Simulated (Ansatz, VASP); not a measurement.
ZrInS3 in VASP and in Ansatz

INCAR

```
SYSTEM = ZrInS3
PREC = Accurate ; ENCUT = 520
EDIFF = 1E-7 ; ISMEAR = 0
SIGMA = 0.1 ; LREAL = .FALSE.
LASPH = .TRUE. ; NELM = 150
ALGO = Normal ; ISIF = 2
LWAVE = .FALSE. ; LCHARG = .FALSE.
ISPIN = 2 ; MAGMOM = 1.07 0 0 0 0
LORBIT = 11 ; LMAXMIX = 4
GGA = PE ; NBANDS = 34
```

The input KPOINTS:

```
regular mesh
0
G
  8 8 8
  0 0 0
```

The input POSCAR:

```
ZrInS3
1.0
    4.9001752760      0.0000000000      0.0000000000
    0.0000000000      4.9001752760      0.0000000000
    0.0000000000      0.0000000000      4.9001752760
Zr In S
1 1 3
Direct
    0.0000000000      0.0000000000      0.0000000000
    0.5000000000      0.5000000000      0.5000000000
    0.5000000000      0.5000000000      0.0000000000
    0.5000000000      0.0000000000      0.5000000000
    0.0000000000      0.5000000000      0.5000000000
```

Input for Ansatz:

```yaml
crystal:
  lattice:
    - [4.900175276, 0.0, 0.0]
    - [0.0, 4.900175276, 0.0]
    - [0.0, 0.0, 4.900175276]
  atoms:
    - { symbol: Zr, position: [0.0, 0.0, 0.0], spin: 1.07 }
    - { symbol: In, position: [0.5, 0.5, 0.5] }
    - { symbol: S, position: [0.5, 0.5, 0.0] }
    - { symbol: S, position: [0.5, 0.0, 0.5] }
    - { symbol: S, position: [0.0, 0.5, 0.5] }
basis:
  ecutwfc: 420
kpoints:
  mp_grid: { grid: [8, 8, 8] }
  band_path:
    path:
      - [[0.0, 0.0, 0.0], [0.0, 0.5, 0.0], [0.5, 0.5, 0.0], [0.0, 0.0, 0.0], [0.5, 0.5, 0.5], [0.0, 0.5, 0.0]]
      - [[0.5, 0.5, 0.5], [0.5, 0.5, 0.0]]
    npoints: 14
hamiltonian:
  xc: pbe
scf:
  occupations: { method: gaussian, width: 0.1 }
  n_extra_bands: 12
output:
  forces: true
  stress: true
  eigenvalues: true
  populations: true
  dos: { projected: true, de: 0.02, nscf_kmesh: { grid: [10, 10, 10] } }
  bader: true
  write_density: true
  write_potential: true
  elf: true
  volumetric_format: npy
magnetization:
  spin_polarized: true
checkpoint:
  read: start.run
  write: ck
  compress: false
  write_wavefunctions: false
  write_every: 100000
```

Alike in both runs: task single point; functional PBE; k mesh 8 × 8 × 8; occupations gaussian, width 0.1 eV; collinear spin.

```csv
,VASP,Ansatz
version,VASP 6.6.1,Ansatz 0.2.0
potentials or method,"VASP PAW PBE potentials, release 64 (Zr_sv, In_d, S), cutoff 520 eV","scalar-relativistic, plane waves, PAW"
valence electrons in the cell,43,43
```

|  | VASP | Ansatz | Ansatz less VASP |
| --- | --- | --- | --- |
| gap on the k mesh at the Fermi level (eV) | none | none | - |
| pressure (GPa) | -0.1 | 0.0 | +0.05 |
| net moment per atom (μB) | 0.18 | 0.18 | 0.000 |
| size of the moment on the site where the two differ most (μB) | 0.85 | 0.97 | +0.119 |

Site moments also hang on the region over which each program counts them. A gap of «none» marks a metal or a gap that the smearing closes. Ansatz's warnings: stability check not made.
